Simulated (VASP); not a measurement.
# TiN (Fm-3m) in VASP: notebook

The runs below take TiN through density of states, with PBE.

Program: VASP 6.6.1. These are calculated values, not measurements. Logs are shortened: lines on timing, memory, paths and dates and some standing lists are left out, and cuts for length are marked.

### Step 1. The cell of the first run

It takes space group Fm-3m (No. 225, cubic). The conventional cell has a = 4.247 Å, b = 4.247 Å, c = 4.247 Å, α = 90.00°, β = 90.00°, γ = 90.00°. Within 2.8 Å of Ti (site symmetry m-3m) lie 6 N at 2.12 Å. Within 2.8 Å of N (site symmetry m-3m) lie 6 Ti at 2.12 Å.

### Step 2. Density of states, PBE

POSCAR

```
TiN
1.0
    0.0000000000      2.1233653582      2.1233653582
    2.1233653582      0.0000000000      2.1233653582
    2.1233653582      2.1233653582      0.0000000000
Ti N
1 1
Direct
    0.0000000000      0.0000000000      0.0000000000
    0.5000000000      0.5000000000      0.5000000000
```

INCAR.step1

```
PREC = Accurate
ENCUT = 520
EDIFF = 1E-7
ISMEAR = 0
SIGMA = 0.1
LREAL = False
LASPH = True
NELM = 60
ALGO = Normal
ISIF = 2
LWAVE = False
LCHARG = True
LMAXMIX = 4
GGA = PE
NBANDS = 16
```

KPOINTS.step1

```
regular mesh
0
Gamma
  18 18 18
```

INCAR.step2

```
PREC = Accurate
ENCUT = 520
EDIFF = 1E-7
ISMEAR = -5
SIGMA = 0.1
LREAL = False
LASPH = True
NELM = 60
ALGO = Normal
ISIF = 2
LWAVE = False
LCHARG = False
LMAXMIX = 4
GGA = PE
LORBIT = 11
NBANDS = 16
NEDOS = 1001
ICHARG = 11
```

KPOINTS.step2

```
regular mesh
0
Gamma
  27 27 27
```

Potentials or basis: VASP PAW PBE potentials, release 64 (Ti_sv, N).

Command:

```bash
$ cat potpaw_PBE.64/Ti_sv/POTCAR potpaw_PBE.64/N/POTCAR > POTCAR
$ cp INCAR.step1 INCAR
$ cp KPOINTS.step1 KPOINTS
$ mpirun -np 1 vasp_std > vasp.out
$ cp INCAR.step2 INCAR
$ cp KPOINTS.step2 KPOINTS
$ mpirun -np 1 vasp_std > vasp.out
```

OUTCAR:

```text
PREC = Accurate
   ENCUT = 520
   EDIFF = 1E-7
   ISMEAR = -5
   LREAL = False
   LASPH = True
   NELM = 60
   ISIF = 2
   GGA = PE
   LORBIT = 11
   ICHARG = 11

 ion  position               nearest neighbor table
   1  0.000  0.000  0.000-   2 2.12   2 2.12   2 2.12   2 2.12   2 2.12   2 2.12
   2  0.500  0.500  0.500-   1 2.12   1 2.12   1 2.12   1 2.12   1 2.12   1 2.12

  LATTYP: Found a face centered cubic cell.
 ALAT       =     4.2467307164

  Lattice vectors:

 A1 = (   0.0000000000,   2.1233653582,   2.1233653582)
 A2 = (   2.1233653582,   0.0000000000,   2.1233653582)
 A3 = (   2.1233653582,   2.1233653582,   0.0000000000)

Analysis of symmetry for initial positions (statically):
=====================================================================
 Subroutine PRICEL returns:
 Original cell was already a primitive cell.

 Routine SETGRP: Setting up the symmetry group for a
 face centered cubic supercell.

 Subroutine GETGRP returns: Found 48 space group operations
 (whereof 48 operations were pure point group operations)
 out of a pool of 48 trial point group operations.

The static configuration has the point symmetry O_h .

Analysis of symmetry for dynamics (positions and initial velocities):
=====================================================================
 Subroutine PRICEL returns:
 Original cell was already a primitive cell.

 Routine SETGRP: Setting up the symmetry group for a
 face centered cubic supercell.

 Subroutine GETGRP returns: Found 48 space group operations
 (whereof 48 operations were pure point group operations)
 out of a pool of 48 trial point group operations.

The dynamic configuration has the point symmetry O_h .

 Subroutine INISYM returns: Found 48 space group operations
 (whereof 48 operations are pure point group operations),
 and found     1 'primitive' translations

----------------------------------------------------------------------------------------

                                     Primitive cell

  volume of cell :      19.1472

  direct lattice vectors                    reciprocal lattice vectors
     0.000000000  2.123365358  2.123365358    -0.235475255  0.235475255  0.235475255
     2.123365358  0.000000000  2.123365358     0.235475255 -0.235475255  0.235475255
     2.123365358  2.123365358  0.000000000     0.235475255  0.235475255 -0.235475255

  length of vectors
     3.002892087  3.002892087  3.002892087     0.407855106  0.407855106  0.407855106

  position of ions in fractional coordinates (direct lattice)
     0.000000000  0.000000000  0.000000000
     0.500000000  0.500000000  0.500000000

  ion indices of the primitive-cell ions
   primitive index   ion index
                 1           1
                 2           2

----------------------------------------------------------------------------------------

 KPOINTS: regular mesh

Automatic generation of k-mesh.
 Grid dimensions read from file:
 generate k-points for:   27   27   27

 Generating k-lattice:

  Cartesian coordinates                     Fractional coordinates (reciprocal lattice)
    -0.008721306  0.008721306  0.008721306     0.037037037  0.000000000  0.000000000
     0.008721306 -0.008721306  0.008721306     0.000000000  0.037037037  0.000000000
     0.008721306  0.008721306 -0.008721306     0.000000000  0.000000000  0.037037037

  Length of vectors
     0.015105745  0.015105745  0.015105745

  Shift w.r.t. Gamma in fractional coordinates (k-lattice)
     0.000000000  0.000000000  0.000000000

 TETIRR: Found   2653 inequivalent tetrahedra from   118098

 Subroutine IBZKPT returns following result:
 ===========================================

 Found    560 irreducible k-points:

 Following reciprocal coordinates:
            Coordinates               Weight
  0.000000  0.000000  0.000000      1.000000
  0.037037  0.000000  0.000000      8.000000
  0.074074  0.000000  0.000000      8.000000
  0.111111  0.000000  0.000000      8.000000
  0.148148  0.000000  0.000000      8.000000
  0.185185  0.000000  0.000000      8.000000
[... 16 lines left out ...]
  0.333333  0.037037  0.000000     24.000000
  0.370370  0.037037  0.000000     24.000000
 [... further k-points ...]
   k-points           NKPTS =    560   k-points in BZ     NKDIM =    560   number of bands    NBANDS=     16
   number of dos      NEDOS =   1001   number of ions     NIONS =      2
   total plane-waves  NPLWV =  13824
   dimension x,y,z NGX =    24 NGY =   24 NGZ =   24
   dimension x,y,z NGXF=    48 NGYF=   48 NGZF=   48
   ions per type =               1   1
   NGX,Y,Z   is equivalent  to a cutoff of  13.29, 13.29, 13.29 a.u.
   NGXF,Y,Z  is equivalent  to a cutoff of  26.57, 26.57, 26.57 a.u.
 SYSTEM =  unknown system
   PREC   = accura    normal or accurate (medium, high low for compatibility)
   ISTART =      0    job   : 0-new  1-cont  2-samecut
   ICHARG =     11    charge: 1-file 2-atom 10-const
   ISPIN  =      1    spin polarized calculation?
   LNONCOLLINEAR =      F non collinear calculations
   LSORBIT =      F    spin-orbit coupling
   LASPH  =      T    aspherical Exc in radial PAW
   ENCUT  =  520.0 eV  38.22 Ry    6.18 a.u.   5.58  5.58  5.58*2*pi/ulx,y,z
   NELM   =     60;   NELMIN=  2; NELMDL=  0     # of ELM steps
   EDIFF  = 0.1E-06   stopping-criterion for ELM
   LREAL  =      F    real-space projection
   EDIFFG = 0.1E-05   stopping-criterion for IOM
   NSW    =      0    number of steps for IOM
   IBRION =     -1    ionic relax: 0-MD 1-quasi-New 2-CG
   NFREE  =      0    steps in history (QN), initial steepest desc. (CG)
   ISIF   =      2    stress and relaxation
   ISYM   =      2    0-nonsym 1-usesym 2-fastsym
   POTIM  = 0.5000    time-step for ionic-motion
   TEBEG  =    0.0;   TEEND  =   0.0 temperature during run
   PSTRESS=    0.0 pullay stress
   NELECT =      17.0000    total number of electrons
   NUPDOWN=      -1.0000    fix difference up-down
   EMIN   =  10.00;   EMAX   =-10.00  energy-range for DOS
   EFERMI =   0.00;   METHOD = LEGACY
   ISMEAR =    -5;   SIGMA  =   0.10  broadening in eV -4-tet -1-fermi 0-gaus
   EFERMI_NEDOS =   21; number of points for ismear=-14 and -15
   IALGO  =     38    algorithm
   IMIX   =      4    mixing-type and parameters
     AMIX     =   0.40;   BMIX     =  1.00
     AMIX_MAG =   1.60;   BMIX_MAG =  1.00
  volume/ion in A,a.u.               =       9.57        64.61
  Fermi-wavevector in a.u.,A,eV,Ry     =   1.573463  2.973413 33.685092  2.475784
  Thomas-Fermi vector in A             =   2.674743
   LORBIT       =     11    0 simple, 1 ext, 2 COOP (PROOUT), +10 PAW based schemes
   GGA     = PE    functional components
   LHFCALC =     F    Hartree Fock is set to
   AEXX    =    0.0000 exact exchange contribution
   IVDW    =     0    specifies the selected vdW correction
   LEPSILON=     F    determine dielectric tensor
   LRPA    =     F    only Hartree local field effects (RPA)
 non-spin polarized calculation
 Fermi weights with tetrahedron method with Bloechl corrections
  energy-cutoff  :      520.00
  volume of cell :       19.15
 maximum number of plane-waves:       534

 number of electron      17.0000002 magnetization

 Free energy of the ion-electron system (eV)
  ---------------------------------------------------
  ext. energy  EPLUGINS =         0.00000000
  ---------------------------------------------------
  free energy    TOTEN  =       -19.63697206 eV

  energy without entropy =      -19.63697206  energy(sigma->0) =      -19.63697206

 E-fermi :  11.4059     XC(G=0): -13.0004

 val. band max:       11.4599440174   @ k =   0.1852   0.0000   0.0000
 cond. band min:      11.3992470976   @ k =   0.4074   0.1481   0.0000
 fundamental gap:     -0.0606969199
 Fermi energy:        11.4059229207

 k-point     1 :       0.0000    0.0000    0.0000
  band No.  band energies     occupation
      1     -46.4756      2.00000
      2     -22.4576      2.00000
      3     -22.4576      2.00000
      4     -22.4576      2.00000
      5      -5.6801      2.00000
      6       9.3609      2.00000
[... 8 lines left out ...]
     15      24.5639      0.00000
     16      31.0954      0.00000

 k-point     2 :       0.0370    0.0000    0.0000
  band No.  band energies     occupation
      1     -46.4744      2.00000
      2     -22.4666      2.00000
      3     -22.4584      2.00000
      4     -22.4584      2.00000
      5      -5.6533      2.00000
      6       9.1873      2.00000
[... 8 lines left out ...]
     15      24.5862      0.00000
     16      31.0581      0.00000

 k-point     3 :       0.0741    0.0000    0.0000
  band No.  band energies     occupation
      1     -46.4706      2.00000
      2     -22.4931      2.00000
      3     -22.4606      2.00000
      4     -22.4606      2.00000
      5      -5.5740      2.00000
      6       8.7650      2.00000
[... 8 lines left out ...]
     15      24.6382      0.00000
     16      30.9502      0.00000

 k-point     4 :       0.1111    0.0000    0.0000
  band No.  band energies     occupation
      1     -46.4646      2.00000
      2     -22.5353      2.00000
      3     -22.4642      2.00000
      4     -22.4642      2.00000
      5      -5.4448      2.00000
      6       8.2174      2.00000
[... 8 lines left out ...]
     15      24.6788      0.00000
     16      30.7387      0.00000
[... 324 lines left out ...]
 k-point    22 :       0.2963    0.0370    0.0000
  band No.  band energies     occupation
      1     -46.4174      2.00000
      2     -22.8489      2.00000
      3     -22.4999      2.00000
      4     -22.4890      2.00000
      5      -4.3480      2.00000
      6       5.3048      2.00000
[... 8 lines left out ...]
     15      24.2026      0.00000
     16      28.1378      0.00000

 k-point    23 :       0.3333    0.0370    0.0000
  band No.  band energies     occupation
      1     -46.4069      2.00000
      2     -22.9166      2.00000
      3     -22.5054      2.00000
      4     -22.4958      2.00000
      5      -4.0721      2.00000
      6       4.7703      2.00000
[... 8 lines left out ...]
     15      24.2432      0.00000
     16      27.5466      0.00000

 k-point    24 :       0.3704    0.0370    0.0000
  band No.  band energies     occupation
      1     -46.3976      2.00000
      2     -22.9765      2.00000
      3     -22.5099      2.00000
      4     -22.5023      2.00000
      5      -3.8090      2.00000
      6       4.2952      2.00000
[... 8 lines left out ...]
     15      24.4093      0.00000
     16      27.0067      0.00000

 [... further k-points ...]
[... 5 lines left out ...]
  --------------------------------------------------------------------------------------
  -------------------------------------------------------------------------------------
  Total        0.0451252      0.0451252      0.0451252     -0.0000000      0.0000000      0.0000000
  in kB        3.7759407      3.7759407      3.7759407     -0.0000000      0.0000000      0.0000000
  external PRESSURE =       3.7759407 kB  Pullay stress =       0.0000000 kB

 VOLUME and BASIS-vectors are now :
 -----------------------------------------------------------------------------
  energy-cutoff  :      520.00
  volume of cell :       19.15
      direct lattice vectors                 reciprocal lattice vectors
     0.000000000  2.123365358  2.123365358    -0.235475255  0.235475255  0.235475255
     2.123365358  0.000000000  2.123365358     0.235475255 -0.235475255  0.235475255
     2.123365358  2.123365358  0.000000000     0.235475255  0.235475255 -0.235475255

 POSITION                                       TOTAL-FORCE (eV/Angst)
 -----------------------------------------------------------------------------------
      0.00000      0.00000      0.00000         0.000000      0.000000      0.000000
      2.12337      2.12337      2.12337        -0.000000     -0.000000     -0.000000
 -----------------------------------------------------------------------------------
    total drift:                                0.000000     -0.000000     -0.000000

  FREE ENERGIE OF THE ION-ELECTRON SYSTEM (eV)
  ---------------------------------------------------
  free  energy   TOTEN  =       -19.6369720592 eV

  energy  without entropy=      -19.6369720592  energy(sigma->0) =      -19.63697206

 total charge

# of ion       s       p       d       tot
------------------------------------------
    1        2.182   6.226   1.966  10.374
    2        1.246   2.506   0.000   3.752
--------------------------------------------------
tot          3.428   8.732   1.966  14.126
```

It took 1.8 min on 1 thread of Intel Xeon Platinum 8259CL at 2.50GHz (Skylake/Cascade Lake), shared host; peak memory 0.28 GiB.

What came out:

```
Valence electrons inside the program's atomic spheres : Ti 10.37; N 3.75
```

Levels at points of the mesh, in eV from the Fermi level:
| k point | band 6 | band 7 | band 8 | band 9 | band 10 | band 11 | band 12 | band 13 |
| --- | --- | --- | --- | --- | --- | --- | --- | --- |
| (0.00, 0.00, 0.00) | -2.05 | -2.05 | -2.05 | -0.62 | -0.62 | -0.62 | 0.57 | 0.57 |

Caveat: tetrahedron occupations give inexact forces and stress in metals.

(Part 1 of 2 ends here.)
